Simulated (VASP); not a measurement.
A run of VASP 6.6.1:

INCAR

```
  ALGO = Normal
  EDIFF = 1E-6
  ENCUT = 520
  GGA = PS
  ISIF = 2
  ISMEAR = 0
  LASPH = True
  LCHARG = False
  LREAL = False
  LWAVE = False
  NBANDS = 20
  NELM = 80
  PREC = Accurate
  SIGMA = 0.15
```

The input KPOINTS:

```
k-points
0
Gamma
  18 18 10
```

The input POSCAR:

```
Ta2N
1.0
    3.0786153869      0.0000000000      0.0000000000
   -1.5393076935      2.6661591336      0.0000000000
    0.0000000000      0.0000000000      4.8232571780
Ta N
2 1
Direct
    0.6666666667      0.3333333333      0.7454128693
    0.3333333333      0.6666666667      0.2529019731
    0.0000000000      0.0000000000      0.0217695213
```

Potentials or basis: VASP PAW PBE potentials, release 64 (Ta_pv, N).

Run with:

```sh
$ cat potpaw_PBE.64/Ta_pv/POTCAR potpaw_PBE.64/N/POTCAR > POTCAR
$ mpirun -np 1 vasp_std > vasp.out
```

Hardware: 1 thread of Intel Xeon 8259CL (shared host).

Question: Estimate the wall time of this run.

Answer: It took 5.1 min on 1 thread of Intel Xeon 8259CL, on a shared host, peak memory 0.35 GiB. Counts: scf iterations 13, k points 330.
